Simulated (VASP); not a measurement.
A run of VASP 6.6.1 is set up as follows.

Contents of INCAR:

```
SYSTEM = Bi2Te3
ALGO = Normal ; EDIFF = 1E-7
ENCUT = 520 ; GGA = PE
ISIF = 2 ; ISMEAR = -1
LASPH = .True. ; LCHARG = .False.
LREAL = .False. ; LWAVE = .False.
NBANDS = 32 ; NELM = 60
PREC = Accurate ; SIGMA = 0.05
```

KPOINTS

```
k-points
0
Gamma
  7 7 7
  0 0 0
```

Contents of POSCAR:

```
Bi2Te3
1.0
    2.1930000000      1.2661291403     10.1656666667
   -2.1930000000      1.2661291403     10.1656666667
    0.0000000000     -2.5322582807     10.1656666667
Bi Te
2 3
Direct
    0.6053920000      0.6019640000      0.5934390000
    0.3995250000      0.4038230000      0.3970330000
    0.7946950000      0.7851570000      0.7925540000
    0.2116570000      0.2085570000      0.2061240000
    0.0036430000      0.0033800000     -0.0061640000
```

Potentials or basis: VASP PAW PBE potentials, release 64 (Bi_d, Te).

Run with:

```bash
$ cat potpaw_PBE.64/Bi_d/POTCAR potpaw_PBE.64/Te/POTCAR > POTCAR
$ mpirun -np 1 vasp_std > vasp.out
```

**Question.** What does it give for the largest force?

**Answer.** 0.197 eV/Å.

**Question.** Estimate the band gap on the k mesh.

**Answer.** 0.29 eV.

**Question.** Estimate the pressure.

**Answer.** 1.7 GPa.

Forces on the atoms (eV/Å):
```
Bi  -0.024 -0.025 -0.165
Bi   0.071 -0.023  0.064
Te  -0.090  0.069 -0.061
Te   0.014  0.035  0.194
Te   0.029 -0.056 -0.032
```

Caveat: the cell differs from its parent crystal (atoms moved at random); spin-orbit coupling is left out, which moves the levels of the heavy elements. A k mesh can miss the band edges.
